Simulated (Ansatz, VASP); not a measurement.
## One calculation of C, two programs

```xyz
12
Lattice="2.5685 1.4829 7.9926 -2.5685 1.4829 7.9926 0.0000 -2.9658 7.9926" Properties=species:S:1:pos:R:3 pbc="T T T"
C     0.7032   -0.4060   19.9821
C     0.0000    0.8120   19.9821
C    -0.7032   -0.4060   19.9821
C    -0.7032    0.4060    3.9957
C     0.7032    0.4060    3.9957
C     0.0000   -0.8120    3.9957
C    -1.4030    0.8100    7.9917
C     0.0000   -1.6200    7.9917
C     1.4030    0.8100    7.9917
C     1.4030   -0.8100   15.9860
C    -1.4030   -0.8100   15.9860
C     0.0000    1.6200   15.9860
```

Alike in both runs: functional PBE; k mesh 9 × 9 × 9; occupations gaussian, width 0.1 eV; no spin polarisation.

Ansatz relaxed the structure, and its values are those at the end. VASP's run is a single point on that final structure, the one shown.

|  | VASP | Ansatz |
| --- | --- | --- |
| version | VASP 6.6.1 | Ansatz 0.2.0 |
| potentials or method | VASP PAW PBE potentials, release 64 (C), cutoff 520 eV | scalar-relativistic, plane waves, PAW |
| valence electrons in the cell | 48 | 48 |

|  | VASP | Ansatz | Ansatz less VASP |
| --- | --- | --- | --- |
| gap on the k mesh at the Fermi level (eV) | none | none | - |
| pressure (GPa) | 0.2 | 0.0 | -0.18 |
| rms of the force components (eV/Å) | 0.049 | 0.001 | -0.0481 |

A gap of «none» marks a metal or a gap that the smearing closes. With one functional, cell and mesh, what is left measures potentials, basis and numerics.
